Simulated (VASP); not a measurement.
Here is a VASP 6.6.1 calculation.

Contents of INCAR:

```
SYSTEM = BiTe
ALGO = Normal
EDIFF = 1E-6
ENCUT = 520
GGA = PS
ISIF = 2
ISMEAR = 0
LASPH = .TRUE.
LCHARG = .FALSE.
LREAL = .FALSE.
LWAVE = .FALSE.
NBANDS = 18
NELM = 60
PREC = Accurate
SIGMA = 0.15
```

File KPOINTS:

```
k-points
0
G
  12 12 12
  0 0 0
```

The input POSCAR:

```
BiTe
1.0
    2.4227077728      1.3987509848      3.3670513338
   -2.4227077728      1.3987509848      3.3670513338
    0.0000000000     -2.7975019696      3.3670513338
Bi Te
1 1
Direct
    0.5000000000      0.5000000000      0.5000000000
    0.0000000000      0.0000000000      0.0000000000
```

Potentials or basis: VASP PAW PBE potentials, release 64 (Bi_d, Te).

The run is started by

```sh
$ cat potpaw_PBE.64/Bi_d/POTCAR potpaw_PBE.64/Te/POTCAR > POTCAR
$ mpirun -np 1 vasp_std > vasp.out
```

Task: Estimate the band gap on the k mesh.

Result: Zero (an odd number of electrons rules out a gap without spin polarisation).

Task: Estimate the pressure.

Result: -3.0 GPa.

Stress tensor (GPa, compression positive):
```
-3.08  0.00  0.00
 0.00 -3.08  0.00
 0.00  0.00 -2.89
```

Caveat: the cell differs from its parent crystal (strain +0.000 along x and y, +0.015 along z); the cell stands under tension; the PAW data sets were made with another functional, which shifts forces and pressure a little; spin-orbit coupling is left out, which moves the levels of the heavy elements.
